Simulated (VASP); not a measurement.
Write the native input for VASP 6.6.1 that does the following.

* Task: relaxation of cell and atoms
* Functional: PBE
* Potentials or basis: VASP PAW PBE potentials, release 64 (Mg, O)
* Cutoff: 600 eV
* k mesh: 10 × 10 × 10
* Occupations: gaussian, width 0.02 eV
* Spin: no spin polarisation
* Dipole correction: no
* Further INCAR settings: ALGO = Normal; EDIFF = 1e-07; IBRION = 2; EDIFFG = -0.01; NSW = 100; ISIF = 3

The structure of MgO lies in POSCAR:

```
MgO
1.0
    0.0000000000      2.1265950506      2.1265950506
    2.1265950506      0.0000000000      2.1265950506
    2.1265950506      2.1265950506      0.0000000000
Mg O
1 1
Direct
    0.5000000000      0.5000000000      0.5000000000
    0.0000000000      0.0000000000      0.0000000000
```

The cell was built from a structure type or drawn by symmetry, and may not be a known phase.

One way to write it, as run:

INCAR

```
SYSTEM = MgO
  ALGO = Normal
  EDIFF = 1E-7
  EDIFFG = -0.01
  ENCUT = 600
  GGA = PE
  IBRION = 2
  ISIF = 3
  ISMEAR = 0
  LASPH = .TRUE.
  LCHARG = .FALSE.
  LREAL = .FALSE.
  LWAVE = .FALSE.
  NELM = 100
  NSW = 100
  PREC = Accurate
  SIGMA = 0.02
```

KPOINTS

```
k-points
0
G
  10 10 10
  0 0 0
```

Potentials or basis: VASP PAW PBE potentials, release 64 (Mg, O).

Run with:

```console
$ cat potpaw_PBE.64/Mg/POTCAR potpaw_PBE.64/O/POTCAR > POTCAR
$ mpirun -np 1 vasp_std > vasp.out
```

Results of the run:

| Item | Value |
| --- | --- |
| Relaxed volume | 9.56 Å³/atom |
| Relaxed cell | a = 3.001 Å, b = 3.001 Å, c = 3.001 Å, α = 60.00°, β = 60.00°, γ = 60.00° |
| Space group after relaxing (to 0.1 Å) | Fm-3m (No. 225) |
| Energy gained by relaxing | 0.2 meV/atom |
| Ionic steps | 3 |
| Pressure after relaxing | 0.0 GPa |
| Band gap on the k mesh | 4.51 eV |

Wall time 31 s on 1 thread of Intel(R) Xeon(R) Platinum 8259CL CPU @ 2.50GHz (Skylake/Cascade Lake), with other jobs on the host, peak memory 0.14 GiB.
